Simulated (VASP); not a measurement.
Wanted: the native input for a VASP 6.6.1 run.

```yaml
Task: relaxation of cell and atoms
Functional: PBE
Potentials_or_basis: VASP PAW PBE potentials, release 64 (Hf_pv, H, F)
Cutoff: 600 eV
k_mesh: 4 × 4 × 4
Occupations: gaussian, width 0.1 eV
Spin: no spin polarisation
Dipole_correction: no
Further_INCAR_settings: ALGO = Normal; EDIFF = 1e-06; IBRION = 2; EDIFFG = -0.04; NSW = 90; ISIF = 3
```

The structure of HfHF3 lies in POSCAR:

```
HfHF3
1.0
    3.7945059100      0.0000000000      0.0000000000
    0.0000000000      3.7945059100      0.0000000000
    0.0000000000      0.0000000000      3.7945059100
Hf H F
1 1 3
Direct
    0.0000000000      0.0000000000      0.0000000000
    0.5000000000      0.5000000000      0.5000000000
    0.5000000000      0.0000000000      0.0000000000
    0.0000000000      0.5000000000      0.0000000000
    0.0000000000      0.0000000000      0.5000000000
```

One way to write it, as run:

INCAR

```
SYSTEM = HfHF3
  PREC = Accurate
  ENCUT = 600
  EDIFF = 1E-6
  ISMEAR = 0
  SIGMA = 0.1
  LREAL = .False.
  LASPH = .True.
  NELM = 60
  ALGO = Normal
  ISIF = 3
  LWAVE = .False.
  LCHARG = .False.
  GGA = PE
  IBRION = 2
  NSW = 90
  EDIFFG = -0.04
```

KPOINTS

```
regular mesh
0
Gamma
  4 4 4
  0 0 0
```

Potentials or basis: VASP PAW PBE potentials, release 64 (Hf_pv, H, F).

Run with:

```bash
$ cat potpaw_PBE.64/Hf_pv/POTCAR potpaw_PBE.64/H/POTCAR potpaw_PBE.64/F/POTCAR > POTCAR
$ mpirun -np 1 vasp_std > vasp.out
```

It gave:

| Property | Result |
| --- | --- |
| Relaxed volume | 13.58 Å³/atom |
| Relaxed cell | a = 4.079 Å, b = 4.079 Å, c = 4.079 Å, α = 90.00°, β = 90.00°, γ = 90.00° |
| Space group after relaxing (to 0.05 Å) | Pm-3m (No. 221) |
| Energy gained by relaxing | 283.9 meV/atom |
| Ionic steps | 3 |
| Pressure after relaxing | -0.3 GPa |
| Band gap on the k mesh | zero (band 16 reaches 2.48 eV, above the bottom of band 17 at 2.40 eV) |

Caveat: the k points lie up to 0.39 Å⁻¹ apart in the final cell; the volume moved by over 15 % at a fixed basis, so the end points are rough; spin-orbit coupling is left out, which moves the levels of the heavy elements.

It took 25 s on 1 thread of AMD EPYC 9R45 (Zen 5), with other jobs on the host, peak memory 0.14 GiB.
